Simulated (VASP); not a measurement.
# MgO (P1) in VASP: a series of runs

The runs below take MgO through single point, with r2SCAN.

Program: VASP 6.6.1. These are calculated values, not measurements. Logs are shortened: lines on timing, memory, paths and dates and some standing lists are left out, and cuts for length are marked.

## Step 1: The cell of the first run

The typed cell holds 4 atoms: a = 3.486 Å, b = 3.486 Å, c = 4.178 Å, α = 90.00°, β = 90.00°, γ = 120.00°.

## Step 2: Single point, r2SCAN (all Mg atoms moved +0.037 Å, as atom 1 along Cartesian [1 1 1])

The input, POSCAR:

```
MgO
1.0
    3.4863778627      0.0000000000      0.0000000000
   -1.7431889314      3.0192917963      0.0000000000
    0.0000000000      0.0000000000      4.1780412200
Mg O
2 2
Direct
    0.6764621152      0.3405040994      0.7551820061
    0.3431287819      0.6738374327      0.2551820061
    0.6666666667      0.3333333333      0.2500000000
    0.3333333333      0.6666666667      0.7500000000
```

The input, INCAR.step1:

```
SYSTEM = MgO
PREC = Accurate
ENCUT = 520
ISMEAR = 1
SIGMA = 0.02
LREAL = .False.
LASPH = .True.
NELM = 100
NBANDS = 16
GGA = PE
ALGO = Normal
EDIFF = 1E-4
LWAVE = .True.
LCHARG = .False.
```

The input, INCAR.step2:

```
SYSTEM = MgO
PREC = Accurate
ENCUT = 520
EDIFF = 1E-6
ISMEAR = 1
SIGMA = 0.02
LREAL = .False.
LASPH = .True.
NELM = 100
ALGO = Normal
ISIF = 2
LWAVE = .False.
LCHARG = .True.
METAGGA = R2SCAN
LMIXTAU = .True.
LELF = .True.
LVHAR = .True.
NBANDS = 16
ISTART = 1
```

The input, KPOINTS:

```
regular mesh
0
Gamma
  6 6 6
  0 0 0
```

Potentials or basis: VASP PAW PBE potentials, release 64 (Mg, O).

Command:

```
> cat potpaw_PBE.64/Mg/POTCAR potpaw_PBE.64/O/POTCAR > POTCAR
> cp INCAR.step1 INCAR
> mpirun -np 1 vasp_std > vasp.out
> cp INCAR.step2 INCAR
> mpirun -np 1 vasp_std > vasp.out
```

OUTCAR:

```text
SYSTEM = MgO
   PREC = Accurate
   ENCUT = 520
   EDIFF = 1E-6
   ISMEAR = 1
   LREAL = .False.
   LASPH = .True.
   NELM = 100
   ISIF = 2
   METAGGA = R2SCAN
   ISTART = 1

 ion  position               nearest neighbor table
   1  0.676  0.341  0.755-   4 1.98   4 2.02   4 2.03   3 2.07   3 2.11   2 2.90   2 2.90   2 2.90
                             2 2.90   2 2.90   2 2.90
   2  0.343  0.674  0.255-   3 1.99   3 2.01   3 2.04   4 2.07   4 2.11   1 2.90   1 2.90   1 2.90
                             1 2.90   1 2.90   1 2.90
   3  0.667  0.333  0.250-   2 1.99   2 2.01   2 2.04   1 2.07   1 2.11
   4  0.333  0.667  0.750-   1 1.98   1 2.02   1 2.03   2 2.07   2 2.11

  LATTYP: Found a hexagonal cell.
 ALAT       =     3.4863778627
 C/A-ratio  =     1.1983902447

  Lattice vectors:

 A1 = (   3.4863778627,   0.0000000000,   0.0000000000)
 A2 = (  -1.7431889314,   3.0192917963,   0.0000000000)
 A3 = (   0.0000000000,   0.0000000000,   4.1780412200)

Analysis of symmetry for initial positions (statically):
=====================================================================
 Subroutine PRICEL returns:
 Original cell was already a primitive cell.

 Routine SETGRP: Setting up the symmetry group for a
 hexagonal supercell.

 Subroutine GETGRP returns: Found  1 space group operations
 (whereof  1 operations were pure point group operations)
 out of a pool of 24 trial point group operations.

The static configuration has the point symmetry C_1 .

Analysis of symmetry for dynamics (positions and initial velocities):
=====================================================================
 Subroutine PRICEL returns:
 Original cell was already a primitive cell.

 Routine SETGRP: Setting up the symmetry group for a
 hexagonal supercell.

 Subroutine GETGRP returns: Found  1 space group operations
 (whereof  1 operations were pure point group operations)
 out of a pool of 24 trial point group operations.

The dynamic configuration has the point symmetry C_1 .

 Subroutine INISYM returns: Found  1 space group operations
 (whereof  1 operations are pure point group operations),
 and found     1 'primitive' translations

----------------------------------------------------------------------------------------

                                     Primitive cell

  volume of cell :      43.9797

  direct lattice vectors                    reciprocal lattice vectors
     3.486377863  0.000000000  0.000000000     0.286830642  0.165601748  0.000000000
    -1.743188931  3.019291796  0.000000000     0.000000000  0.331203497  0.000000000
     0.000000000  0.000000000  4.178041220     0.000000000  0.000000000  0.239346609

  length of vectors
     3.486377863  3.486377863  4.178041220     0.331203497  0.331203497  0.239346609

  position of ions in fractional coordinates (direct lattice)
     0.676462115  0.340504099  0.755182006
     0.343128782  0.673837433  0.255182006
     0.666666667  0.333333333  0.250000000
     0.333333333  0.666666667  0.750000000

  ion indices of the primitive-cell ions
   primitive index   ion index
                 1           1
                 2           2
                 3           3
                 4           4

----------------------------------------------------------------------------------------

 KPOINTS: regular mesh

Automatic generation of k-mesh.
 Grid dimensions read from file:
 generate k-points for:    6    6    6

 Generating k-lattice:

  Cartesian coordinates                     Fractional coordinates (reciprocal lattice)
     0.047805107  0.027600291  0.000000000     0.166666667  0.000000000  0.000000000
     0.000000000  0.055200583  0.000000000     0.000000000  0.166666667  0.000000000
     0.000000000  0.000000000  0.039891102     0.000000000  0.000000000  0.166666667

  Length of vectors
     0.055200583  0.055200583  0.039891102

  Shift w.r.t. Gamma in fractional coordinates (k-lattice)
     0.000000000  0.000000000  0.000000000

 Subroutine IBZKPT returns following result:
 ===========================================

 Found    112 irreducible k-points:

 Following reciprocal coordinates:
            Coordinates               Weight
  0.000000  0.000000  0.000000      1.000000
  0.166667 -0.000000  0.000000      2.000000
  0.000000  0.166667  0.000000      2.000000
 -0.166667  0.166667  0.000000      2.000000
  0.333333 -0.000000  0.000000      2.000000
  0.000000  0.333333  0.000000      2.000000
[... 16 lines left out ...]
  0.000000  0.166667  0.166667      2.000000
 -0.166667  0.166667  0.166667      2.000000
 [... further k-points ...]
   k-points           NKPTS =    112   k-points in BZ     NKDIM =    112   number of bands    NBANDS=     16
   number of dos      NEDOS =    301   number of ions     NIONS =      4
   total plane-waves  NPLWV =  25088
   dimension x,y,z NGX =    28 NGY =   28 NGZ =   32
   dimension x,y,z NGXF=    56 NGYF=   56 NGZF=   64
   ions per type =               2   2
   NGX,Y,Z   is equivalent  to a cutoff of  13.35, 13.35, 12.73 a.u.
   NGXF,Y,Z  is equivalent  to a cutoff of  26.70, 26.70, 25.47 a.u.
 SYSTEM =  MgO
   PREC   = accura    normal or accurate (medium, high low for compatibility)
   ISTART =      1    job   : 0-new  1-cont  2-samecut
   ICHARG =      0    charge: 1-file 2-atom 10-const
   ISPIN  =      1    spin polarized calculation?
   LNONCOLLINEAR =      F non collinear calculations
   LSORBIT =      F    spin-orbit coupling
   LASPH  =      T    aspherical Exc in radial PAW
   ENCUT  =  520.0 eV  38.22 Ry    6.18 a.u.   6.48  6.48  7.77*2*pi/ulx,y,z
   NELM   =    100;   NELMIN=  2; NELMDL=  0     # of ELM steps
   EDIFF  = 0.1E-05   stopping-criterion for ELM
   LREAL  =      F    real-space projection
   EDIFFG = 0.1E-04   stopping-criterion for IOM
   NSW    =      0    number of steps for IOM
   IBRION =     -1    ionic relax: 0-MD 1-quasi-New 2-CG
   NFREE  =      0    steps in history (QN), initial steepest desc. (CG)
   ISIF   =      2    stress and relaxation
   ISYM   =      2    0-nonsym 1-usesym 2-fastsym
   POTIM  = 0.5000    time-step for ionic-motion
   TEBEG  =    0.0;   TEEND  =   0.0 temperature during run
   PSTRESS=    0.0 pullay stress
   NELECT =      16.0000    total number of electrons
   NUPDOWN=      -1.0000    fix difference up-down
   EMIN   =  10.00;   EMAX   =-10.00  energy-range for DOS
   EFERMI =   0.00;   METHOD = LEGACY
   ISMEAR =     1;   SIGMA  =   0.02  broadening in eV -4-tet -1-fermi 0-gaus
   EFERMI_NEDOS =   21; number of points for ismear=-14 and -15
   IALGO  =     38    algorithm
   IMIX   =      4    mixing-type and parameters
     AMIX     =   0.40;   BMIX     =  1.00
     AMIX_MAG =   1.60;   BMIX_MAG =  1.00
  volume/ion in A,a.u.               =      10.99        74.20
  Fermi-wavevector in a.u.,A,eV,Ry     =   1.168685  2.208494 18.583167  1.365824
  Thomas-Fermi vector in A             =   2.305168
   LORBIT       =      0    0 simple, 1 ext, 2 COOP (PROOUT), +10 PAW based schemes
   METAGGA = R2SCAN    functional components
   LHFCALC =     F    Hartree Fock is set to
   AEXX    =    0.0000 exact exchange contribution
   IVDW    =     0    specifies the selected vdW correction
   LEPSILON=     F    determine dielectric tensor
   LRPA    =     F    only Hartree local field effects (RPA)
 non-spin polarized calculation
 Methfessel and Paxton  Order N= 1 SIGMA  =   0.02
  energy-cutoff  :      520.00
  volume of cell :       43.98
 maximum number of plane-waves:      1204
 NGX is ok and might be reduce to    28
   NGX = 13   NGY = 13   NGZ = 15

 number of electron      15.9999999 magnetization

 Free energy of the ion-electron system (eV)
  ---------------------------------------------------
  ext. energy  EPLUGINS =         0.00000000
  ---------------------------------------------------
  free energy    TOTEN  =       -32.05907003 eV

  energy without entropy =      -32.05907540  energy(sigma->0) =      -32.05907182

 E-fermi :   1.6090     XC(G=0): -10.5620

 val. band max:        1.5921169462   @ k =   0.0000   0.0000   0.0000
 cond. band min:       5.6768010550   @ k =   0.0000   0.0000   0.0000
 fundamental gap:      4.0846841087
 Fermi energy:         1.6089545913

 k-point     1 :       0.0000    0.0000    0.0000
  band No.  band energies     occupation
      1     -16.2976      2.00000
      2     -14.9297      2.00000
      3      -2.0800      2.00000
      4      -0.1744      2.00000
      5      -0.1737      2.00000
      6       0.7637      2.00000
[... 8 lines left out ...]
     15      18.3110      0.00000
     16      18.4074      0.00000

 k-point     2 :       0.1667   -0.0000    0.0000
  band No.  band energies     occupation
      1     -16.1680      2.00000
      2     -14.9557      2.00000
      3      -1.8644      2.00000
      4      -0.6078      2.00000
      5      -0.3688      2.00000
      6       0.2617      2.00000
[... 8 lines left out ...]
     15      17.3222      0.00000
     16      17.5144      0.00000

 k-point     3 :       0.0000    0.1667    0.0000
  band No.  band energies     occupation
      1     -16.1680      2.00000
      2     -14.9557      2.00000
      3      -1.8644      2.00000
      4      -0.6089      2.00000
      5      -0.3675      2.00000
      6       0.2616      2.00000
[... 8 lines left out ...]
     15      17.3186      0.00000
     16      17.5146      0.00000

 k-point     4 :      -0.1667    0.1667    0.0000
  band No.  band energies     occupation
      1     -16.1680      2.00000
      2     -14.9557      2.00000
      3      -1.8644      2.00000
      4      -0.6100      2.00000
      5      -0.3662      2.00000
      6       0.2615      2.00000
[... 8 lines left out ...]
     15      17.3150      0.00000
     16      17.5148      0.00000

 k-point     5 :       0.3333   -0.0000    0.0000
  band No.  band energies     occupation
      1     -15.8525      2.00000
      2     -15.0591      2.00000
      3      -1.5476      2.00000
      4      -1.2917      2.00000
      5      -0.6642      2.00000
      6      -0.2066      2.00000
[... 8 lines left out ...]
     15      16.7373      0.00000
     16      17.4184      0.00000

 k-point     6 :       0.0000    0.3333    0.0000
  band No.  band energies     occupation
      1     -15.8525      2.00000
      2     -15.0590      2.00000
      3      -1.5483      2.00000
      4      -1.2917      2.00000
      5      -0.6634      2.00000
      6      -0.2066      2.00000
[... 8 lines left out ...]
     15      16.7392      0.00000
     16      17.4178      0.00000
[... 267 lines left out ...]
 k-point    21 :       0.0000    0.0000    0.1667
  band No.  band energies     occupation
      1     -16.2070      2.00000
      2     -15.0209      2.00000
      3      -1.9488      2.00000
      4      -0.1165      2.00000
      5      -0.1157      2.00000
      6       0.6958      2.00000
[... 8 lines left out ...]
     15      17.5966      0.00000
     16      18.9197      0.00000

 k-point    22 :       0.1667   -0.0000    0.1667
  band No.  band energies     occupation
      1     -16.0842      2.00000
      2     -15.0321      2.00000
      3      -1.8547      2.00000
      4      -0.4816      2.00000
      5      -0.2951      2.00000
      6       0.0363      2.00000
[... 8 lines left out ...]
     15      17.1710      0.00000
     16      18.0354      0.00000

 k-point    23 :       0.0000    0.1667    0.1667
  band No.  band energies     occupation
      1     -16.0842      2.00000
      2     -15.0321      2.00000
      3      -1.8546      2.00000
      4      -0.4834      2.00000
      5      -0.2931      2.00000
      6       0.0360      2.00000
[... 8 lines left out ...]
     15      17.1842      0.00000
     16      18.0330      0.00000

 k-point    24 :      -0.1667    0.1667    0.1667
  band No.  band energies     occupation
      1     -16.0842      2.00000
      2     -15.0321      2.00000
      3      -1.8546      2.00000
      4      -0.4853      2.00000
      5      -0.2910      2.00000
      6       0.0351      2.00000
[... 8 lines left out ...]
     15      17.1904      0.00000
     16      18.0286      0.00000

 [... further k-points ...]

------------------------ aborting loop because EDIFF is reached ----------------------------------------

  FORCE on cell =-STRESS in cart. coord.  units (eV):
  Direction    XX          YY          ZZ          XY          YZ          ZX
  --------------------------------------------------------------------------------------
  -------------------------------------------------------------------------------------
  Total       -0.1722706     -0.1725953     -0.1186279      0.0143704     -0.0082998     -0.0083601
  in kB       -6.2758072     -6.2876351     -4.3216076      0.5235111     -0.3023611     -0.3045588
  external PRESSURE =      -5.6283500 kB  Pullay stress =       0.0000000 kB

 VOLUME and BASIS-vectors are now :
 -----------------------------------------------------------------------------
  energy-cutoff  :      520.00
  volume of cell :       43.98
      direct lattice vectors                 reciprocal lattice vectors
     3.486377863  0.000000000  0.000000000     0.286830642  0.165601748  0.000000000
    -1.743188931  3.019291796  0.000000000     0.000000000  0.331203497  0.000000000
     0.000000000  0.000000000  4.178041220     0.000000000  0.000000000  0.239346609

 POSITION                                       TOTAL-FORCE (eV/Angst)
 -----------------------------------------------------------------------------------
      1.76484      1.02808      3.15518        -0.210113     -0.196722     -0.118184
      0.02165      2.03451      1.06616        -0.181877     -0.195413     -0.118215
      1.74319      1.00643      1.04451         0.181684      0.196322      0.118193
     -0.00000      2.01286      3.13353         0.210306      0.195813      0.118205
 -----------------------------------------------------------------------------------
    total drift:                                0.020307      0.019002     -0.015988

  FREE ENERGIE OF THE ION-ELECTRON SYSTEM (eV)
  ---------------------------------------------------
  free  energy   TOTEN  =       -32.0590700273 eV

  energy  without entropy=      -32.0590753957  energy(sigma->0) =      -32.05907182
```

It took 5.8 min on 1 thread of Intel Xeon 8259CL, shared host; peak memory 0.22 GiB.

Results:

```yaml
Free_energy: -32.0591 eV
Pressure: -0.6 GPa
Largest_force: 0.311 eV/Å
Band_gap_on_the_k_mesh: 4.08 eV
```

Forces in eV/Å, atoms in the order of the input:
```
Mg  -0.210 -0.197 -0.118
Mg  -0.182 -0.195 -0.118
O    0.182  0.196  0.118
O    0.210  0.196  0.118
```

Stress tensor (GPa, compression positive):
```
-0.63  0.05 -0.03
 0.05 -0.63 -0.03
-0.03 -0.03 -0.43
```

Caveat: the cell differs from its parent crystal (all Mg atoms moved +0.037 Å, as atom 1 along Cartesian [1 1 1]); the PAW data sets were made with another functional, which shifts forces and pressure a little.

## Step 3: Single point, r2SCAN (all Mg atoms moved +0.013 Å, as atom 1 along Cartesian [1 1 1])

Changes to POSCAR since step 2:

```diff
@@ -8,4 +8,4 @@
 Direct
-    0.6764621152      0.3405040994      0.7551820061
-    0.3431287819      0.6738374327      0.2551820061
+    0.6699318162      0.3357235887      0.7517273354
+    0.3365984829      0.6690569220      0.2517273354
     0.6666666667      0.3333333333      0.2500000000
```

The input, INCAR.step1:

```
ALGO     = Normal         # electronic algorithm
EDIFF    = 1E-4           # SCF threshold, eV
ENCUT    = 520            # plane-wave cutoff, eV
GGA      = PE             # functional
ISMEAR   = 1              # smearing method
LASPH    = T              # aspherical terms in the spheres
LCHARG   = F              # write CHGCAR
LREAL    = F              # projectors in reciprocal space
LWAVE    = T              # write WAVECAR
NBANDS   = 16             # bands
NELM     = 60             # most SCF steps
PREC     = Accurate       # precision mode
SIGMA    = 0.02           # smearing width, eV
```

The input, INCAR.step2:

```
ALGO     = Normal         # electronic algorithm
EDIFF    = 1E-7           # SCF threshold, eV
ENCUT    = 520            # plane-wave cutoff, eV
ISIF     = 2              # what is computed and relaxed
ISMEAR   = 1              # smearing method
ISTART   = 1            
LASPH    = T              # aspherical terms in the spheres
LCHARG   = F              # write CHGCAR
LMIXTAU  = T            
LREAL    = F              # projectors in reciprocal space
LWAVE    = F              # write WAVECAR
METAGGA  = R2SCAN         # meta-GGA
NBANDS   = 16             # bands
NELM     = 60             # most SCF steps
PREC     = Accurate       # precision mode
SIGMA    = 0.02           # smearing width, eV
```

The input, KPOINTS:

```
k-points
0
Gamma
  6 6 6
```

Potentials or basis: VASP PAW PBE potentials, release 64 (Mg, O).

Command:

```
> cat potpaw_PBE.64/Mg/POTCAR potpaw_PBE.64/O/POTCAR > POTCAR
> cp INCAR.step1 INCAR
> mpirun -np 1 vasp_std > vasp.out
> cp INCAR.step2 INCAR
> mpirun -np 1 vasp_std > vasp.out
```

OUTCAR:

```text
EDIFF = 1E-7
   ENCUT = 520
   ISIF = 2
   ISMEAR = 1
   ISTART = 1
   LASPH = T
   LREAL = F
   METAGGA = R2SCAN
   NELM = 60
   PREC = Accurate

 ion  position               nearest neighbor table
   1  0.670  0.336  0.752-   4 2.00   4 2.02   4 2.02   3 2.08   3 2.10   2 2.90   2 2.90   2 2.90
                             2 2.90   2 2.90   2 2.90
   2  0.337  0.669  0.252-   3 2.01   3 2.01   3 2.02   4 2.08   4 2.10   1 2.90   1 2.90   1 2.90
                             1 2.90   1 2.90   1 2.90
   3  0.667  0.333  0.250-   2 2.01   2 2.01   2 2.02   1 2.08   1 2.10
[... 660 lines left out ...]
  --------------------------------------------------------------------------------------
  -------------------------------------------------------------------------------------
  Total       -0.2013525     -0.2013331     -0.1567585      0.0014888     -0.0008995     -0.0008998
  in kB       -7.3352561     -7.3345512     -5.7107012      0.0542374     -0.0327702     -0.0327787
  external PRESSURE =      -6.7935028 kB  Pullay stress =       0.0000000 kB

 VOLUME and BASIS-vectors are now :
 -----------------------------------------------------------------------------
  energy-cutoff  :      520.00
  volume of cell :       43.98
      direct lattice vectors                 reciprocal lattice vectors
     3.486377863  0.000000000  0.000000000     0.286830642  0.165601748  0.000000000
    -1.743188931  3.019291796  0.000000000     0.000000000  0.331203497  0.000000000
     0.000000000  0.000000000  4.178041220     0.000000000  0.000000000  0.239346609

 POSITION                                       TOTAL-FORCE (eV/Angst)
 -----------------------------------------------------------------------------------
      1.75041      1.01365      3.14075        -0.065764     -0.064649     -0.039923
      0.00722      2.02008      1.05173        -0.063485     -0.064591     -0.039925
      1.74319      1.00643      1.04451         0.062843      0.064624      0.039923
     -0.00000      2.01286      3.13353         0.066406      0.064616      0.039924
 -----------------------------------------------------------------------------------
    total drift:                                0.014486      0.014484     -0.012452

  FREE ENERGIE OF THE ION-ELECTRON SYSTEM (eV)
  ---------------------------------------------------
  free  energy   TOTEN  =       -32.0686876831 eV

  energy  without entropy=      -32.0686930516  energy(sigma->0) =      -32.06868947
```

It took 6.6 min on 1 thread of Intel Xeon 8259CL, shared host; peak memory 0.22 GiB.

What came out:

```yaml
Free_energy: -32.0687 eV
Pressure: -0.7 GPa
Largest_force: 0.101 eV/Å
Band_gap_on_the_k_mesh: 4.08 eV
```

Forces on the atoms (eV/Å):
```
Mg  -0.066 -0.065 -0.040
Mg  -0.063 -0.065 -0.040
O    0.063  0.065  0.040
O    0.066  0.065  0.040
```

Caveat: the cell differs from its parent crystal (all Mg atoms moved +0.013 Å, as atom 1 along Cartesian [1 1 1]); the PAW data sets were made with another functional, which shifts forces and pressure a little.
